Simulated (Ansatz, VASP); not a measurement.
# BAs: VASP beside Ansatz

```
B As
1.0
     0.00000    2.40963    2.40963
     2.40963    0.00000    2.40963
     2.40963    2.40963    0.00000
B As
1 1
Direct
  0.25000 0.25000 0.25000
  0.00000 0.00000 0.00000
```

Alike in both runs: task single point; functional PBE; k mesh 6 × 6 × 6; no spin polarisation.

|  | VASP | Ansatz |
| --- | --- | --- |
| version | VASP 6.6.1 | Ansatz 0.2.0 |
| potentials or method | VASP PAW PBE potentials, release 64 (B, As), cutoff 500 eV | scalar-relativistic, plane waves, PAW |
| occupations | methfessel-paxton of order 1, width 0.272114 eV | methfessel-paxton of order 1 |
| valence electrons in the cell | 8 | 18 |

```csv
,VASP,Ansatz,Ansatz less VASP
gap on the k mesh at the Fermi level (eV),1.29,1.30,+0.007
least direct gap on the mesh (eV),3.24,3.25,+0.004
pressure (GPa),-0.2,-0.8,-0.58
```

VASP's potentials hold 8 valence electrons a cell and Ansatz's 18, so a difference there can come from the potentials and not from the codes.
